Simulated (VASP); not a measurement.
# RbAl2O3 (P6/mmm) in VASP: settings compared

RbAl2O3 is run at these levels: revPBE, PBE; tasks: single point.

Program: VASP 6.6.1. These are calculated values, not measurements. Logs are shortened: lines on timing, memory, paths and dates and some standing lists are left out, and cuts for length are marked.

## 1. The cell of the first run

Symmetry: P6/mmm, No. 191, hexagonal system. The conventional cell has a = 5.539 Å, b = 5.539 Å, c = 2.781 Å, α = 90.00°, β = 90.00°, γ = 120.00°. Within 3.7 Å of Rb (site symmetry 6/mmm) lie 2 Rb at 2.78 Å and 12 O at 3.10 Å and 6 Al at 3.20 Å. Al (site symmetry -6m2) has 6 O at 2.12 Å and 2 Al at 2.78 Å within 2.8 Å. Within 2.8 Å of O (site symmetry mmm) lie 4 Al at 2.12 Å and 6 O at 2.77 to 2.78 Å.

## 2. Single point, revPBE

Contents of INCAR:

```
SYSTEM = RbAl2O3
ALGO     = Normal         ! electronic algorithm
EDIFF    = 1E-6           ! SCF threshold, eV
ENCUT    = 600            ! plane-wave cutoff, eV
GGA      = RE             ! functional
GGA_COMPAT= .False.      
ISIF     = 2              ! what is computed and relaxed
ISMEAR   = 0              ! smearing method
LASPH    = .True.         ! aspherical terms in the spheres
LCHARG   = .False.        ! write CHGCAR
LREAL    = .False.        ! projectors in reciprocal space
LWAVE    = .False.        ! write WAVECAR
NBANDS   = 26             ! bands
NELM     = 120            ! most SCF steps
PREC     = Accurate       ! precision mode
SIGMA    = 0.1            ! smearing width, eV
```

Contents of KPOINTS:

```
k-points
0
Gamma
  9 9 14
  0 0 0
```

Contents of POSCAR:

```
RbAl2O3
1.0
    5.5393340090      0.0000000000      0.0000000000
   -2.7696670045      4.7972039718      0.0000000000
    0.0000000000      0.0000000000      2.7811518393
Rb Al O
1 2 3
Direct
    0.0000000000      0.0000000000      0.5000000000
    0.3333333333      0.6666666667      0.5000000000
    0.6666666667      0.3333333333      0.5000000000
    0.5000000000      0.5000000000      0.0000000000
    0.0000000000      0.5000000000      0.0000000000
    0.5000000000      0.0000000000      0.0000000000
```

Potentials or basis: VASP PAW PBE potentials, release 64 (Rb_sv, Al, O).

The run is started by

```bash
$ cat potpaw_PBE.64/Rb_sv/POTCAR potpaw_PBE.64/Al/POTCAR potpaw_PBE.64/O/POTCAR > POTCAR
$ mpirun -np 1 vasp_std > vasp.out
```

OUTCAR:

```text
SYSTEM = RbAl2O3
   EDIFF = 1E-6
   ENCUT = 600
   GGA = RE
   ISIF = 2
   ISMEAR = 0
   LASPH = .True.
   LREAL = .False.
   NELM = 120
   PREC = Accurate

 ion  position               nearest neighbor table
   1  0.000  0.000  0.500-   4 3.10   5 3.10   4 3.10   5 3.10   5 3.10   5 3.10   4 3.10   4 3.10
                             6 3.10   6 3.10   6 3.10   6 3.10   2 3.20   3 3.20   2 3.20   3 3.20
   2  0.333  0.667  0.500-   6 2.12   6 2.12   5 2.12   5 2.12   4 2.12   4 2.12   3 3.20   1 3.20
                             3 3.20   1 3.20   1 3.20   3 3.20   1 4.24   1 4.24   1 4.24   1 4.24
   3  0.667  0.333  0.500-   6 2.12   6 2.12   5 2.12   5 2.12   4 2.12   4 2.12   2 3.20   1 3.20
                             2 3.20   1 3.20   1 3.20   2 3.20   1 4.24   1 4.24   1 4.24   1 4.24
   4  0.500  0.500  0.000-   2 2.12   3 2.12   2 2.12   3 2.12   1 3.10   1 3.10   1 3.10   1 3.10

   5  0.000  0.500  0.000-   2 2.12   3 2.12   2 2.12   3 2.12   1 3.10   1 3.10   1 3.10   1 3.10

   6  0.500  0.000  0.000-   2 2.12   3 2.12   2 2.12   3 2.12   1 3.10   1 3.10   1 3.10   1 3.10

  LATTYP: Found a hexagonal cell.
 ALAT       =     5.5393340090
 C/A-ratio  =     0.5020733241

  Lattice vectors:

 A1 = (   5.5393340090,   0.0000000000,   0.0000000000)
 A2 = (  -2.7696670045,   4.7972039718,   0.0000000000)
 A3 = (   0.0000000000,   0.0000000000,   2.7811518393)

Analysis of symmetry for initial positions (statically):
=====================================================================
 Subroutine PRICEL returns:
 Original cell was already a primitive cell.

 Routine SETGRP: Setting up the symmetry group for a
 hexagonal supercell.

 Subroutine GETGRP returns: Found 24 space group operations
 (whereof 24 operations were pure point group operations)
 out of a pool of 24 trial point group operations.

The static configuration has the point symmetry D_6h.

Analysis of symmetry for dynamics (positions and initial velocities):
=====================================================================
 Subroutine PRICEL returns:
 Original cell was already a primitive cell.

 Routine SETGRP: Setting up the symmetry group for a
 hexagonal supercell.

 Subroutine GETGRP returns: Found 24 space group operations
 (whereof 24 operations were pure point group operations)
 out of a pool of 24 trial point group operations.

The dynamic configuration has the point symmetry D_6h.

 Subroutine INISYM returns: Found 24 space group operations
 (whereof 24 operations are pure point group operations),
 and found     1 'primitive' translations
[... 101 lines left out ...]
   ENCUT  =  600.0 eV  44.10 Ry    6.64 a.u.  11.06 11.06  5.55*2*pi/ulx,y,z
   NELM   =    120;   NELMIN=  2; NELMDL= -5     # of ELM steps
   EDIFF  = 0.1E-05   stopping-criterion for ELM
   LREAL  =      F    real-space projection
   EDIFFG = 0.1E-04   stopping-criterion for IOM
   NSW    =      0    number of steps for IOM
   IBRION =     -1    ionic relax: 0-MD 1-quasi-New 2-CG
   NFREE  =      0    steps in history (QN), initial steepest desc. (CG)
   ISIF   =      2    stress and relaxation
   ISYM   =      2    0-nonsym 1-usesym 2-fastsym
   POTIM  = 0.5000    time-step for ionic-motion
   TEBEG  =    0.0;   TEEND  =   0.0 temperature during run
   PSTRESS=    0.0 pullay stress
   NELECT =      33.0000    total number of electrons
   NUPDOWN=      -1.0000    fix difference up-down
   EMIN   =  10.00;   EMAX   =-10.00  energy-range for DOS
   EFERMI =   0.00;   METHOD = LEGACY
   ISMEAR =     0;   SIGMA  =   0.10  broadening in eV -4-tet -1-fermi 0-gaus
   EFERMI_NEDOS =   21; number of points for ismear=-14 and -15
   IALGO  =     38    algorithm
   IMIX   =      4    mixing-type and parameters
     AMIX     =   0.40;   BMIX     =  1.00
     AMIX_MAG =   1.60;   BMIX_MAG =  1.00
  volume/ion in A,a.u.               =      12.32        83.12
  Fermi-wavevector in a.u.,A,eV,Ry     =   1.251284  2.364584 21.302811  1.565712
  Thomas-Fermi vector in A             =   2.385239
   LORBIT       =      0    0 simple, 1 ext, 2 COOP (PROOUT), +10 PAW based schemes
   GGA     = RE    functional components
   LHFCALC =     F    Hartree Fock is set to
   AEXX    =    0.0000 exact exchange contribution
   IVDW    =     0    specifies the selected vdW correction
   LEPSILON=     F    determine dielectric tensor
   LRPA    =     F    only Hartree local field effects (RPA)
 non-spin polarized calculation
 Gauss-broadening in eV      SIGMA  =   0.10
  energy-cutoff  :      600.00
  volume of cell :       73.90
 maximum number of plane-waves:      2490
 NGX is ok and might be reduce to    48
   NGX = 23   NGY = 23   NGZ = 11

 number of electron      33.0000005 magnetization

 Free energy of the ion-electron system (eV)
  ---------------------------------------------------
  ext. energy  EPLUGINS =         0.00000000
  ---------------------------------------------------
  free energy    TOTEN  =       -31.22142189 eV

  energy without entropy =      -31.21662530  energy(sigma->0) =      -31.21902359

 E-fermi :   8.8290     XC(G=0): -10.5810

 val. band max:        8.7862953547   @ k =   0.2222   0.0000   0.2143
 cond. band min:       8.8500386996   @ k =   0.3333   0.2222   0.5000
 fundamental gap:      0.0637433449
 Fermi energy:         8.8290421087

 k-point     1 :       0.0000    0.0000    0.0000
  band No.  band energies     occupation
      1     -22.0039      2.00000
      2     -13.6017      2.00000
      3     -12.3870      2.00000
      4     -12.3870      2.00000
      5      -6.2889      2.00000
      6      -6.2889      2.00000
[... 685 lines left out ...]
     25      15.0875      0.00000
     26      16.1443      0.00000

 [... further k-points ...]
[... 5 lines left out ...]
  --------------------------------------------------------------------------------------
  -------------------------------------------------------------------------------------
  Total        1.0702115      1.0702115      1.2544224      0.0000000      0.0000000      0.0000000
  in kB       23.2011639     23.2011639     27.1946799      0.0000000      0.0000000      0.0000000
  external PRESSURE =      24.5323359 kB  Pullay stress =       0.0000000 kB

 VOLUME and BASIS-vectors are now :
 -----------------------------------------------------------------------------
  energy-cutoff  :      600.00
  volume of cell :       73.90
      direct lattice vectors                 reciprocal lattice vectors
     5.539334009  0.000000000  0.000000000     0.180527117  0.104227380  0.000000000
    -2.769667005  4.797203972  0.000000000     0.000000000  0.208454759  0.000000000
     0.000000000  0.000000000  2.781151839     0.000000000  0.000000000  0.359563252

 POSITION                                       TOTAL-FORCE (eV/Angst)
 -----------------------------------------------------------------------------------
      0.00000      0.00000      1.39058         0.000000      0.000000     -0.000000
     -0.00000      3.19814      1.39058        -0.000000      0.000000      0.000000
      2.76967      1.59907      1.39058         0.000000     -0.000000     -0.000000
      1.38483      2.39860      0.00000         0.000000      0.000000     -0.000000
     -1.38483      2.39860      0.00000         0.000000      0.000000     -0.000000
      2.76967      0.00000      0.00000         0.000000      0.000000     -0.000000
 -----------------------------------------------------------------------------------
    total drift:                               -0.000000      0.000000      0.000000

  FREE ENERGIE OF THE ION-ELECTRON SYSTEM (eV)
  ---------------------------------------------------
  free  energy   TOTEN  =       -31.2214218883 eV

  energy  without entropy=      -31.2166252987  energy(sigma->0) =      -31.21902359
```

OSZICAR:

```text
N       E                     dE             d eps       ncg     rms          rms(c)
DAV:   1     0.166994338689E+03    0.16699E+03   -0.17398E+04  4992   0.130E+03
DAV:   2    -0.248906108883E+02   -0.19188E+03   -0.18224E+03  6944   0.259E+02
DAV:   3    -0.356483865631E+02   -0.10758E+02   -0.10661E+02  6474   0.590E+01
DAV:   4    -0.359316957536E+02   -0.28331E+00   -0.28311E+00  7004   0.748E+00
DAV:   5    -0.359343430563E+02   -0.26473E-02   -0.26470E-02  6272   0.660E-01    0.133E+01
DAV:   6    -0.313673187703E+02    0.45670E+01   -0.14796E+01  5964   0.246E+01    0.754E+00
DAV:   7    -0.312914908286E+02    0.75828E-01   -0.91681E-01  5944   0.539E+00    0.372E+00
DAV:   8    -0.312273643428E+02    0.64126E-01   -0.18324E-01  6064   0.302E+00    0.108E+00
DAV:   9    -0.312207894224E+02    0.65749E-02   -0.22225E-02  6272   0.916E-01    0.366E-01
DAV:  10    -0.312214343850E+02   -0.64496E-03   -0.32025E-03  6240   0.318E-01    0.396E-02
DAV:  11    -0.312214181977E+02    0.16187E-04   -0.10832E-04  5966   0.664E-02    0.215E-02
DAV:  12    -0.312214222910E+02   -0.40933E-05   -0.15495E-05  5986   0.228E-02    0.672E-03
DAV:  13    -0.312214218883E+02    0.40275E-06   -0.14516E-06  5090   0.837E-03
   1 F= -.31221422E+02 E0= -.31219024E+02  d E =-.479659E-02
```

stdout:

```text
POSCAR found type information on POSCAR RbAlO
 POSCAR found :  3 types and       6 ions
 scaLAPACK will be used
 -----------------------------------------------------------------------------
|                                                                             |
|                                                                             |
|     You enforced a specific xc type in the INCAR file but a different       |
|     I HOPE YOU KNOW WHAT YOU ARE DOING!                                     |
|                                                                             |
 -----------------------------------------------------------------------------

 LDA part: xc-table for (Slater+PW92), standard interpolation
 POSCAR, INCAR and KPOINTS ok, starting setup
 FFT: planning ... GRIDC
 FFT: planning ... GRID_SOFT
 FFT: planning ... GRID
 WAVECAR not read
 entering main loop
```

It took 92 s on 1 thread of Intel Xeon 6975P-C (Granite Rapids), shared host; peak memory 0.36 GiB.

Results:

```
Free energy            : -31.2214 eV
Pressure               : 2.5 GPa
Band gap on the k mesh : zero (an odd number of electrons rules out a gap without spin polarisation)
```

Stress tensor (GPa, compression positive):
```
2.32 0.00 0.00
0.00 2.32 0.00
0.00 0.00 2.72
```

Levels at points of the mesh, in eV from the Fermi level:
```
           k point  band 13  band 14  band 15  band 16  band 17  band 18  band 19  band 20  band 21  band 22
(0.00, 0.00, 0.00)    -5.39    -5.29    -5.29    -4.98    -2.78     0.37     0.37     1.70     3.20     4.34
(0.00, 0.00, 0.50)    -7.34    -5.14    -5.14    -4.51    -1.33     2.55     2.71     2.71     2.91     2.91
```

Caveat: the PAW data sets were made with another functional, which shifts forces and pressure a little; an odd number of electrons without spin polarisation forces a metal; a magnetic or distorted state may lie lower.

## 3. Single point, PBE

Contents of INCAR:

```
PREC = Accurate ; ENCUT = 520
EDIFF = 1E-6 ; ISMEAR = 0
SIGMA = 0.1 ; LREAL = False
LASPH = True ; NELM = 100
ALGO = Normal ; ISIF = 2
LWAVE = False ; LCHARG = False
GGA = PE ; NBANDS = 26
```

Contents of KPOINTS:

```
Automatic mesh
0
Gamma
  9 9 14
```

POSCAR is that of step 2.

Potentials or basis: VASP PAW PBE potentials, release 64 (Rb_sv, Al, O).

The run is started by

```bash
$ cat potpaw_PBE.64/Rb_sv/POTCAR potpaw_PBE.64/Al/POTCAR potpaw_PBE.64/O/POTCAR > POTCAR
$ mpirun -np 1 vasp_std > vasp.out
```

OUTCAR:

```text
PREC = Accurate
   ENCUT = 520
   EDIFF = 1E-6
   ISMEAR = 0
   LREAL = False
   LASPH = True
   NELM = 100
   ISIF = 2
   GGA = PE

 ion  position               nearest neighbor table
   1  0.000  0.000  0.500-   4 3.10   5 3.10   4 3.10   5 3.10   5 3.10   5 3.10   4 3.10   4 3.10
                             6 3.10   6 3.10   6 3.10   6 3.10   2 3.20   3 3.20   2 3.20   3 3.20
   2  0.333  0.667  0.500-   6 2.12   6 2.12   5 2.12   5 2.12   4 2.12   4 2.12   3 3.20   1 3.20
                             3 3.20   1 3.20   1 3.20   3 3.20   1 4.24   1 4.24   1 4.24   1 4.24
   3  0.667  0.333  0.500-   6 2.12   6 2.12   5 2.12   5 2.12   4 2.12   4 2.12   2 3.20   1 3.20
                             2 3.20   1 3.20   1 3.20   2 3.20   1 4.24   1 4.24   1 4.24   1 4.24
   4  0.500  0.500  0.000-   2 2.12   3 2.12   2 2.12   3 2.12   1 3.10   1 3.10   1 3.10   1 3.10

   5  0.000  0.500  0.000-   2 2.12   3 2.12   2 2.12   3 2.12   1 3.10   1 3.10   1 3.10   1 3.10

   6  0.500  0.000  0.000-   2 2.12   3 2.12   2 2.12   3 2.12   1 3.10   1 3.10   1 3.10   1 3.10

  LATTYP: Found a hexagonal cell.
 ALAT       =     5.5393340090
 C/A-ratio  =     0.5020733241

  Lattice vectors:

 A1 = (   5.5393340090,   0.0000000000,   0.0000000000)
 A2 = (  -2.7696670045,   4.7972039718,   0.0000000000)
 A3 = (   0.0000000000,   0.0000000000,   2.7811518393)

Analysis of symmetry for initial positions (statically):
=====================================================================
 Subroutine PRICEL returns:
 Original cell was already a primitive cell.

 Routine SETGRP: Setting up the symmetry group for a
 hexagonal supercell.

 Subroutine GETGRP returns: Found 24 space group operations
 (whereof 24 operations were pure point group operations)
 out of a pool of 24 trial point group operations.

The static configuration has the point symmetry D_6h.

Analysis of symmetry for dynamics (positions and initial velocities):
=====================================================================
 Subroutine PRICEL returns:
 Original cell was already a primitive cell.

 Routine SETGRP: Setting up the symmetry group for a
 hexagonal supercell.
[... 133 lines left out ...]
     AMIX_MAG =   1.60;   BMIX_MAG =  1.00
  volume/ion in A,a.u.               =      12.32        83.12
  Fermi-wavevector in a.u.,A,eV,Ry     =   1.251284  2.364584 21.302811  1.565712
  Thomas-Fermi vector in A             =   2.385239
   LORBIT       =      0    0 simple, 1 ext, 2 COOP (PROOUT), +10 PAW based schemes
   GGA     = PE    functional components
   LHFCALC =     F    Hartree Fock is set to
   AEXX    =    0.0000 exact exchange contribution
   IVDW    =     0    specifies the selected vdW correction
   LEPSILON=     F    determine dielectric tensor
   LRPA    =     F    only Hartree local field effects (RPA)
 non-spin polarized calculation
 Gauss-broadening in eV      SIGMA  =   0.10
  energy-cutoff  :      520.00
  volume of cell :       73.90
 maximum number of plane-waves:      2045
 NGX is ok and might be reduce to    42
   NGX = 21   NGY = 21   NGZ = 11

 number of electron      32.9999987 magnetization

 Free energy of the ion-electron system (eV)
  ---------------------------------------------------
  ext. energy  EPLUGINS =         0.00000000
  ---------------------------------------------------
  free energy    TOTEN  =       -33.10024543 eV

  energy without entropy =      -33.09572548  energy(sigma->0) =      -33.09798546

 E-fermi :   8.6682     XC(G=0): -10.7133

 val. band max:        8.6389534561   @ k =   0.2222   0.0000   0.2143
 cond. band min:       8.6758890115   @ k =   0.3333   0.2222   0.5000
 fundamental gap:      0.0369355553
 Fermi energy:         8.6682203236

 k-point     1 :       0.0000    0.0000    0.0000
  band No.  band energies     occupation
      1     -22.0757      2.00000
      2     -13.6448      2.00000
      3     -12.4169      2.00000
      4     -12.4169      2.00000
      5      -6.3708      2.00000
      6      -6.3708      2.00000
[... 685 lines left out ...]
     25      14.9190      0.00000
     26      15.9921      0.00000

 [... further k-points ...]
[... 5 lines left out ...]
  --------------------------------------------------------------------------------------
  -------------------------------------------------------------------------------------
  Total        0.0248703      0.0248703      0.0735755      0.0000000     -0.0000000      0.0000000
  in kB        0.5391645      0.5391645      1.5950466      0.0000000     -0.0000000      0.0000000
  external PRESSURE =       0.8911252 kB  Pullay stress =       0.0000000 kB

 VOLUME and BASIS-vectors are now :
 -----------------------------------------------------------------------------
  energy-cutoff  :      520.00
  volume of cell :       73.90
      direct lattice vectors                 reciprocal lattice vectors
     5.539334009  0.000000000  0.000000000     0.180527117  0.104227380  0.000000000
    -2.769667005  4.797203972  0.000000000     0.000000000  0.208454759  0.000000000
     0.000000000  0.000000000  2.781151839     0.000000000  0.000000000  0.359563252

 POSITION                                       TOTAL-FORCE (eV/Angst)
 -----------------------------------------------------------------------------------
      0.00000      0.00000      1.39058         0.000000      0.000000     -0.000000
     -0.00000      3.19814      1.39058         0.000000     -0.000000     -0.000000
      2.76967      1.59907      1.39058        -0.000000      0.000000      0.000000
      1.38483      2.39860      0.00000         0.000000      0.000000     -0.000000
     -1.38483      2.39860      0.00000         0.000000      0.000000     -0.000000
      2.76967      0.00000      0.00000         0.000000      0.000000     -0.000000
 -----------------------------------------------------------------------------------
    total drift:                                0.000000     -0.000000     -0.000000

  FREE ENERGIE OF THE ION-ELECTRON SYSTEM (eV)
  ---------------------------------------------------
  free  energy   TOTEN  =       -33.1002454327 eV

  energy  without entropy=      -33.0957254808  energy(sigma->0) =      -33.09798546
```

OSZICAR:

```text
N       E                     dE             d eps       ncg     rms          rms(c)
DAV:   1     0.151745313822E+03    0.15175E+03   -0.16083E+04  4992   0.116E+03
DAV:   2    -0.276082945002E+02   -0.17935E+03   -0.17080E+03  6844   0.243E+02
DAV:   3    -0.375846536423E+02   -0.99764E+01   -0.98445E+01  6738   0.554E+01
DAV:   4    -0.378136047572E+02   -0.22895E+00   -0.22879E+00  6914   0.671E+00
DAV:   5    -0.378163078894E+02   -0.27031E-02   -0.27029E-02  6390   0.608E-01    0.132E+01
DAV:   6    -0.332737771984E+02    0.45425E+01   -0.14931E+01  5944   0.246E+01    0.746E+00
DAV:   7    -0.331817292347E+02    0.92048E-01   -0.94737E-01  5948   0.543E+00    0.367E+00
DAV:   8    -0.331077780783E+02    0.73951E-01   -0.19443E-01  6090   0.300E+00    0.107E+00
DAV:   9    -0.330998351720E+02    0.79429E-02   -0.21067E-02  6368   0.881E-01    0.356E-01
DAV:  10    -0.331002826874E+02   -0.44752E-03   -0.31890E-03  6232   0.310E-01    0.421E-02
DAV:  11    -0.331002445688E+02    0.38119E-04   -0.12508E-04  5988   0.709E-02    0.200E-02
DAV:  12    -0.331002461081E+02   -0.15393E-05   -0.14697E-05  6346   0.207E-02    0.722E-03
DAV:  13    -0.331002454327E+02    0.67538E-06   -0.12282E-06  4832   0.760E-03
   1 F= -.33100245E+02 E0= -.33097985E+02  d E =-.451995E-02
```

It took 75 s on 1 thread of Intel Xeon 6975P-C (Granite Rapids), shared host; peak memory 0.3 GiB.

Results:

```
Free energy            : -33.1002 eV
Pressure               : 0.1 GPa
Band gap on the k mesh : zero (an odd number of electrons rules out a gap without spin polarisation)
```

Stress tensor (GPa, compression positive):
```
0.05 0.00 0.00
0.00 0.05 0.00
0.00 0.00 0.16
```

Levels at points of the mesh, in eV from the Fermi level:
```tsv
k point	band 13	band 14	band 15	band 16	band 17	band 18	band 19	band 20	band 21	band 22
(0.00, 0.00, 0.00)	-5.34	-5.23	-5.23	-4.92	-2.77	0.39	0.39	1.67	3.20	4.31
(0.00, 0.00, 0.50)	-7.29	-5.09	-5.09	-4.45	-1.36	2.58	2.72	2.72	2.90	2.90
```

Caveat: an odd number of electrons without spin polarisation forces a metal; a magnetic or distorted state may lie lower.
